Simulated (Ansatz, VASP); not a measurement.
# Two plane-wave programs on C

```
C
1.0
     0.00000    1.78340    1.85474
     1.78340    0.00000    1.85474
     1.78340    1.78340    0.00000
C
2
Direct
  0.50000 0.50000 0.50000
  0.75000 0.75000 0.75000
```

Change from the starting cell: strain +0.000 along x and y, +0.040 along z, atoms carried along.

Alike in both runs: task single point; functional PBEsol; k mesh 12 × 12 × 12; occupations gaussian, width 0.05 eV; no spin polarisation.

```csv
,VASP,Ansatz
version,VASP 6.6.1,Ansatz 0.2.0
potentials or method,"VASP PAW PBE potentials, release 64 (C), cutoff 520 eV","scalar-relativistic, plane waves, PAW"
valence electrons in the cell,8,8
```

Ansatz gave:

| Property | Result |
| --- | --- |
| gap on the k mesh at the Fermi level (eV) | 3.47 |
| least direct gap on the mesh (eV) | 5.09 |
| pressure (GPa) | -20.5 |
| traceless stress, the component that is largest in VASP (GPa) | -23.97 |

Task: What did VASP give for the same quantities?

Result: gap on the k mesh at the Fermi level (eV): 3.46; least direct gap on the mesh (eV): 5.09; pressure (GPa): -19.7; traceless stress, the component that is largest in VASP (GPa): -23.96.

VASP's potentials were made for PBE, not for PBEsol.
